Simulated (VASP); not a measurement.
# V in VASP: single point with PBEsol

Aim: the single point of V with PBEsol.

All numbers are computed with VASP 6.6.1; they aren't measurements. Logs are shortened: lines on timing, memory, paths and dates and some standing lists are left out, and cuts for length are marked.

## Step 1: The cell of the first run

The cell holds a slab with vacuum, 7 atoms: a = 2.958 Å, b = 2.562 Å, c = 28.551 Å, α = 90.00°, β = 90.00°, γ = 54.74°.

## Step 2: Single point, PBEsol

The input, INCAR:

```
SYSTEM = V
ALGO = Normal ; DIPOL = 0.5 0.5 0.500
EDIFF = 1E-7 ; ENCUT = 520
GGA = PS ; IDIPOL = 3
ISIF = 2 ; ISMEAR = 1
LASPH = .TRUE. ; LCHARG = .TRUE.
LDIPOL = .TRUE. ; LELF = .TRUE.
LREAL = .FALSE. ; LVACPOTAV = .TRUE.
LVHAR = .TRUE. ; LWAVE = .FALSE.
NBANDS = 54 ; NELM = 60
PREC = Accurate ; SIGMA = 0.1
```

The input, KPOINTS:

```
k-points
0
G
  16 16 1
  0 0 0
```

The input, POSCAR:

```
V
1.0
    2.9582124030      0.0000000000      0.0000000000
    1.4791062010      2.0917720500      0.0000000000
    0.0000000000      0.0000000000     28.5506323010
V
7
Direct
    0.0000000000      0.0000000000      0.2802039519
    0.5000000000      0.0000000000      0.3534693013
    0.0000000000      0.0000000000      0.4267346506
    0.5000000000      0.0000000000      0.5000000000
    0.0000000000      0.0000000000      0.5732653494
    0.5000000000      0.0000000000      0.6465306987
    0.0000000000      0.0000000000      0.7197960481
```

Potentials or basis: VASP PAW PBE potentials, release 64 (V_sv).

Command:

```sh
$ cat potpaw_PBE.64/V_sv/POTCAR > POTCAR
$ mpirun -np 1 vasp_std > vasp.out
```

OUTCAR:

```text
SYSTEM = V
   EDIFF = 1E-7
   ENCUT = 520
   GGA = PS
   ISIF = 2
   ISMEAR = 1
   LASPH = .TRUE.
   LREAL = .FALSE.
   NELM = 60
   PREC = Accurate

 ion  position               nearest neighbor table
   1  0.000  0.000  0.280-   2 2.56   2 2.56
   2  0.500  0.000  0.353-   3 2.56   3 2.56   1 2.56   1 2.56
   3  0.000  0.000  0.427-   2 2.56   2 2.56   4 2.56   4 2.56
   4  0.500  0.000  0.500-   3 2.56   5 2.56   3 2.56   5 2.56
   5  0.000  0.000  0.573-   6 2.56   6 2.56   4 2.56   4 2.56
   6  0.500  0.000  0.647-   5 2.56   5 2.56   7 2.56   7 2.56
   7  0.000  0.000  0.720-   6 2.56   6 2.56

  LATTYP: Found a base centered orthorhombic cell.
 ALAT       =     2.9582124030
 B/A-ratio  =     1.4142135621
 C/A-ratio  =     9.6513124859

  Lattice vectors:

 A1 = (   1.4791062020,  -2.0917720500,   0.0000000000)
 A2 = (   1.4791062010,   2.0917720500,   0.0000000000)
 A3 = (   0.0000000000,   0.0000000000,  28.5506323010)

Analysis of symmetry for initial positions (statically):
=====================================================================
 Subroutine PRICEL returns:
 Original cell was already a primitive cell.

 Routine SETGRP: Setting up the symmetry group for a
 base centered orthorhombic supercell.

 Subroutine GETGRP returns: Found  8 space group operations
 (whereof  8 operations were pure point group operations)
 out of a pool of  8 trial point group operations.

The static configuration has the point symmetry D_2h.

Analysis of symmetry for dynamics (positions and initial velocities):
=====================================================================
 Subroutine PRICEL returns:
 Original cell was already a primitive cell.

 Routine SETGRP: Setting up the symmetry group for a
 base centered orthorhombic supercell.

 Subroutine GETGRP returns: Found  8 space group operations
 (whereof  8 operations were pure point group operations)
 out of a pool of  8 trial point group operations.

The dynamic configuration has the point symmetry D_2h.

 Subroutine INISYM returns: Found  8 space group operations
 (whereof  8 operations are pure point group operations),
 and found     1 'primitive' translations

----------------------------------------------------------------------------------------

                                     Primitive cell

  volume of cell :     176.6686

  direct lattice vectors                    reciprocal lattice vectors
     2.958212403  0.000000000  0.000000000     0.338041987 -0.239031782  0.000000000
     1.479106201  2.091772050  0.000000000     0.000000000  0.478063563  0.000000000
     0.000000000  0.000000000 28.550632301     0.000000000  0.000000000  0.035025494

  length of vectors
     2.958212403  2.561887090 28.550632301     0.414015190  0.478063563  0.035025494

  position of ions in fractional coordinates (direct lattice)
     0.000000000  0.000000000  0.280203952
     0.500000000  0.000000000  0.353469301
     0.000000000  0.000000000  0.426734651
     0.500000000  0.000000000  0.500000000
     0.000000000  0.000000000  0.573265349
     0.500000000  0.000000000  0.646530699
     0.000000000  0.000000000  0.719796048

  ion indices of the primitive-cell ions
   primitive index   ion index
                 1           1
                 2           2
                 3           3
                 4           4
                 5           5
                 6           6
                 7           7

----------------------------------------------------------------------------------------

 KPOINTS: k-points

Automatic generation of k-mesh.
 Grid dimensions read from file:
 generate k-points for:   16   16    1

 Generating k-lattice:

  Cartesian coordinates                     Fractional coordinates (reciprocal lattice)
     0.021127624 -0.014939486  0.000000000     0.062500000  0.000000000  0.000000000
     0.000000000  0.029878973  0.000000000     0.000000000  0.062500000  0.000000000
     0.000000000  0.000000000  0.035025494     0.000000000  0.000000000  1.000000000

  Length of vectors
     0.025875949  0.029878973  0.035025494

  Shift w.r.t. Gamma in fractional coordinates (k-lattice)
     0.000000000  0.000000000  0.000000000

 Subroutine IBZKPT returns following result:
 ===========================================

 Found     73 irreducible k-points:

 Following reciprocal coordinates:
            Coordinates               Weight
  0.000000  0.000000  0.000000      1.000000
  0.062500  0.000000  0.000000      4.000000
  0.125000  0.000000  0.000000      4.000000
  0.187500  0.000000  0.000000      4.000000
  0.250000  0.000000  0.000000      4.000000
  0.312500  0.000000  0.000000      4.000000
[... 16 lines left out ...]
 -0.125000  0.062500  0.000000      4.000000
 -0.062500  0.062500  0.000000      4.000000
 [... further k-points ...]
   k-points           NKPTS =     73   k-points in BZ     NKDIM =     73   number of bands    NBANDS=     54
   number of dos      NEDOS =    301   number of ions     NIONS =      7
   total plane-waves  NPLWV = 103680
   dimension x,y,z NGX =    24 NGY =   20 NGZ =  216
   dimension x,y,z NGXF=    48 NGYF=   40 NGZF=  432
   ions per type =               7
   NGX,Y,Z   is equivalent  to a cutoff of  13.49, 12.98, 12.58 a.u.
   NGXF,Y,Z  is equivalent  to a cutoff of  26.98, 25.96, 25.15 a.u.
 SYSTEM =  V
   PREC   = accura    normal or accurate (medium, high low for compatibility)
   ISTART =      0    job   : 0-new  1-cont  2-samecut
   ICHARG =      2    charge: 1-file 2-atom 10-const
   ISPIN  =      1    spin polarized calculation?
   LNONCOLLINEAR =      F non collinear calculations
   LSORBIT =      F    spin-orbit coupling
   LASPH  =      T    aspherical Exc in radial PAW
   ENCUT  =  520.0 eV  38.22 Ry    6.18 a.u.   5.50  4.76 53.09*2*pi/ulx,y,z
   NELM   =     60;   NELMIN=  2; NELMDL= -5     # of ELM steps
   EDIFF  = 0.1E-06   stopping-criterion for ELM
   LREAL  =      F    real-space projection
   EDIFFG = 0.1E-05   stopping-criterion for IOM
   NSW    =      0    number of steps for IOM
   IBRION =     -1    ionic relax: 0-MD 1-quasi-New 2-CG
   NFREE  =      0    steps in history (QN), initial steepest desc. (CG)
   ISIF   =      2    stress and relaxation
   ISYM   =      2    0-nonsym 1-usesym 2-fastsym
   POTIM  = 0.5000    time-step for ionic-motion
   TEBEG  =    0.0;   TEEND  =   0.0 temperature during run
   PSTRESS=    0.0 pullay stress
   NELECT =      91.0000    total number of electrons
   NUPDOWN=      -1.0000    fix difference up-down
   EMIN   =  10.00;   EMAX   =-10.00  energy-range for DOS
   EFERMI =   0.00;   METHOD = LEGACY
   ISMEAR =     1;   SIGMA  =   0.10  broadening in eV -4-tet -1-fermi 0-gaus
   EFERMI_NEDOS =   21; number of points for ismear=-14 and -15
   IALGO  =     38    algorithm
   IMIX   =      4    mixing-type and parameters
     AMIX     =   0.40;   BMIX     =  1.00
     AMIX_MAG =   1.60;   BMIX_MAG =  1.00
  volume/ion in A,a.u.               =      25.24       170.32
  Fermi-wavevector in a.u.,A,eV,Ry     =   1.312307  2.479901 23.431273  1.722150
  Thomas-Fermi vector in A             =   2.442708
   LORBIT       =      0    0 simple, 1 ext, 2 COOP (PROOUT), +10 PAW based schemes
   GGA     = PS    functional components
   LHFCALC =     F    Hartree Fock is set to
   AEXX    =    0.0000 exact exchange contribution
   IVDW    =     0    specifies the selected vdW correction
   LEPSILON=     F    determine dielectric tensor
   LRPA    =     F    only Hartree local field effects (RPA)
 non-spin polarized calculation
 Methfessel and Paxton  Order N= 1 SIGMA  =   0.10
  energy-cutoff  :      520.00
  volume of cell :      176.67
 maximum number of plane-waves:      4828
 NGX is ok and might be reduce to    24
   NGX = 11   NGY =  9   NGZ =107

 dipolmoment           0.000000      0.000000      0.000000 electrons x Angstroem

 number of electron      90.9999988 magnetization

 dipolmoment           0.000000      0.000000     -0.000000 electrons x Angstroem

 Free energy of the ion-electron system (eV)
  ---------------------------------------------------
  ext. energy  EPLUGINS =         0.00000000
  ---------------------------------------------------
  free energy    TOTEN  =       -65.32988171 eV

  energy without entropy =      -65.33317154  energy(sigma->0) =      -65.33097832

 E-fermi :   2.9275     XC(G=0):  -7.5841

 val. band max:        2.9250932173   @ k =  -0.0625   0.3750   0.0000
 cond. band min:       2.9276149397   @ k =   0.0625   0.0000   0.0000
 fundamental gap:      0.0025217224
 Fermi energy:         2.9275308222

 k-point     1 :       0.0000    0.0000    0.0000
  band No.  band energies     occupation
      1     -60.6670      2.00000
      2     -60.6668      2.00000
      3     -60.5095      2.00000
      4     -60.4898      2.00000
      5     -60.4248      2.00000
      6     -60.3672      2.00000
[... 46 lines left out ...]
     53       4.4017     -0.00000
     54       4.9723      0.00000

 k-point     2 :       0.0625    0.0000    0.0000
  band No.  band energies     occupation
      1     -60.6619      2.00000
      2     -60.6618      2.00000
      3     -60.5037      2.00000
      4     -60.4850      2.00000
      5     -60.4205      2.00000
      6     -60.3639      2.00000
[... 46 lines left out ...]
     53       4.4013     -0.00000
     54       4.9173     -0.00000

 k-point     3 :       0.1250    0.0000    0.0000
  band No.  band energies     occupation
      1     -60.6473      2.00000
      2     -60.6472      2.00000
      3     -60.4872      2.00000
      4     -60.4709      2.00000
      5     -60.4082      2.00000
      6     -60.3545      2.00000
[... 46 lines left out ...]
     53       4.6090     -0.00000
     54       4.8597     -0.00000
[... 1084 lines left out ...]
 k-point    23 :      -0.1250    0.0625    0.0000
  band No.  band energies     occupation
      1     -60.6266      2.00000
      2     -60.6265      2.00000
      3     -60.4653      2.00000
      4     -60.4505      2.00000
      5     -60.3887      2.00000
      6     -60.3368      2.00000
[... 46 lines left out ...]
     53       4.4222     -0.00000
     54       4.5013     -0.00000

 k-point    24 :      -0.0625    0.0625    0.0000
  band No.  band energies     occupation
      1     -60.6467      2.00000
      2     -60.6467      2.00000
      3     -60.4878      2.00000
      4     -60.4701      2.00000
      5     -60.4064      2.00000
      6     -60.3509      2.00000
[... 46 lines left out ...]
     53       4.3261     -0.00000
     54       4.5140     -0.00000

 [... further k-points ...]
[... 5 lines left out ...]
  --------------------------------------------------------------------------------------
  -------------------------------------------------------------------------------------
  Total       -2.2952579     -4.1588511     -2.0883109      0.0000000      0.0000000      0.0000000
  in kB      -20.8152983    -37.7159036    -18.9385318      0.0000000      0.0000000      0.0000000
  external PRESSURE =     -25.8232446 kB  Pullay stress =       0.0000000 kB

 VOLUME and BASIS-vectors are now :
 -----------------------------------------------------------------------------
  energy-cutoff  :      520.00
  volume of cell :      176.67
      direct lattice vectors                 reciprocal lattice vectors
     2.958212403  0.000000000  0.000000000     0.338041987 -0.239031782  0.000000000
     1.479106201  2.091772050  0.000000000     0.000000000  0.478063563  0.000000000
     0.000000000  0.000000000 28.550632301     0.000000000  0.000000000  0.035025494

 POSITION                                       TOTAL-FORCE (eV/Angst)
 -----------------------------------------------------------------------------------
      0.00000      0.00000      8.00000        -0.000000      0.000000      0.422405
      1.47911      0.00000     10.09177        -0.000000      0.000000     -0.356991
      0.00000      0.00000     12.18354         0.000000     -0.000000     -0.060382
      1.47911      0.00000     14.27532        -0.000000      0.000000      0.000000
      0.00000      0.00000     16.36709         0.000000      0.000000      0.060382
      1.47911      0.00000     18.45886        -0.000000      0.000000      0.356991
      0.00000      0.00000     20.55063        -0.000000      0.000000     -0.422405
 -----------------------------------------------------------------------------------
    total drift:                                0.000000      0.000000     -0.000000

  FREE ENERGIE OF THE ION-ELECTRON SYSTEM (eV)
  ---------------------------------------------------
  free  energy   TOTEN  =       -65.3298817117 eV

  energy  without entropy=      -65.3331715440  energy(sigma->0) =      -65.33097832

 vacuum level on the upper side and lower side of the slab         7.871         7.871
```

Wall time 28 min (1 thread of Intel Xeon Platinum 8124M at 3.00GHz (Skylake/Cascade Lake), shared host); peak memory 0.61 GiB.

Results:

| Property | Result |
| --- | --- |
| Free energy | -65.3299 eV |
| Largest force | 0.422 eV/Å |
| Band gap on the k mesh | zero (an odd number of electrons rules out a gap without spin polarisation) |

Forces on the atoms (eV/Å):
```
V    0.000  0.000  0.422
V    0.000  0.000 -0.357
V    0.000  0.000 -0.060
V    0.000  0.000  0.000
V    0.000  0.000  0.060
V    0.000  0.000  0.357
V    0.000  0.000 -0.422
```

Caveat: the PAW data sets were made with another functional, which shifts forces and pressure a little.
